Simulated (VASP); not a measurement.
Wanted: the native input for a VASP 6.6.1 run.

* Task: single point
* Functional: r2SCAN
* Potentials or basis: VASP PAW PBE potentials, release 64 (P)
* Cutoff: 520 eV
* k mesh: 11 × 11 × 11
* Occupations: fermi-dirac, width 0.1 eV
* Spin: no spin polarisation
* Dipole correction: no
* Further INCAR settings: ALGO = Normal; EDIFF = 1e-07; NBANDS = 12

Crystal: P.

```
CELL_PARAMETERS angstrom
0.00000 2.78198 2.78198
2.78198 0.00000 2.78198
2.78198 2.78198 0.00000
ATOMIC_POSITIONS crystal
P 0.12500 0.12500 0.12500
P 0.87500 0.87500 0.87500
```

This isn't the form of P at room conditions, which is orthorhombic.

One way to write it, as run:

POSCAR

```
P
1.0
    0.0000000000      2.7819824470      2.7819824470
    2.7819824470      0.0000000000      2.7819824470
    2.7819824470      2.7819824470      0.0000000000
P
2
Direct
    0.1250000000      0.1250000000      0.1250000000
    0.8750000000      0.8750000000      0.8750000000
```

INCAR.step1

```
ALGO = Normal
EDIFF = 1E-4
ENCUT = 520
GGA = PE
ISMEAR = -1
LASPH = True
LCHARG = False
LREAL = False
LWAVE = True
NBANDS = 12
NELM = 80
PREC = Accurate
SIGMA = 0.1
```

INCAR.step2

```
ALGO = Normal
EDIFF = 1E-7
ENCUT = 520
ISIF = 2
ISMEAR = -1
ISTART = 1
LASPH = True
LCHARG = True
LELF = True
LMIXTAU = True
LREAL = False
LVHAR = True
LWAVE = False
METAGGA = R2SCAN
NBANDS = 12
NELM = 80
PREC = Accurate
SIGMA = 0.1
```

KPOINTS

```
k-points
0
Gamma
  11 11 11
```

Potentials or basis: VASP PAW PBE potentials, release 64 (P).

Launch:

```sh
$ cat potpaw_PBE.64/P/POTCAR > POTCAR
$ cp INCAR.step1 INCAR
$ mpirun -np 1 vasp_std > vasp.out
$ cp INCAR.step2 INCAR
$ mpirun -np 1 vasp_std > vasp.out
```

It gave:

```yaml
Pressure: -3.1 GPa
Band_gap_on_the_k_mesh: zero (bands 5 and 6 overlap by 1.65 eV)
```

Caveat: the cell stands under tension; the PAW data sets were made with another functional, which shifts forces and pressure a little.

Wall time 60 s on 1 thread of Intel(R) Xeon(R) 6975P-C (Granite Rapids), with other jobs on the host, peak memory 0.17 GiB.
